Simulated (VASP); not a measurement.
Wanted: the native input for a VASP 6.6.1 run.

- Task: single point
- Functional: PBEsol
- Potentials or basis: VASP PAW PBE potentials, release 64 (Zn, Ag)
- Cutoff: 520 eV
- k mesh: 10 × 10 × 10
- Occupations: gaussian, width 0.05 eV
- Spin: no spin polarisation
- Dipole correction: no
- Further INCAR settings: ALGO = Normal; EDIFF = 1e-06; NBANDS = 18

The structure of ZnAg lies in POSCAR:

```
ZnAg
1.0
    3.0748450310      0.0000000000      0.0000000000
    0.0000000000      3.0748450310      0.0000000000
    0.0000000000      0.0000000000      3.0748450310
Zn Ag
1 1
Direct
    0.5000000000      0.5000000000      0.5000000000
    0.0000000000      0.0000000000      0.0000000000
```

This cell differs from its parent crystal: volume scaled by 0.960.

The input as run:

INCAR

```
SYSTEM = ZnAg
PREC = Accurate
ENCUT = 520
EDIFF = 1E-6
ISMEAR = 0
SIGMA = 0.05
LREAL = .False.
LASPH = .True.
NELM = 100
ALGO = Normal
ISIF = 2
LWAVE = .False.
LCHARG = .False.
GGA = PS
NBANDS = 18
```

KPOINTS

```
regular mesh
0
Gamma
  10 10 10
  0 0 0
```

Potentials or basis: VASP PAW PBE potentials, release 64 (Zn, Ag).

Command:

```console
$ cat potpaw_PBE.64/Zn/POTCAR potpaw_PBE.64/Ag/POTCAR > POTCAR
$ mpirun -np 1 vasp_std > vasp.out
```

Results of the run:

The pressure is 5.5 GPa.

Caveat: the PAW data sets were made with another functional, which shifts forces and pressure a little.

It took 11 s on 1 thread of Intel(R) Xeon(R) Platinum 8375C CPU @ 2.90GHz (Ice Lake), on a shared host, peak memory 0.16 GiB.
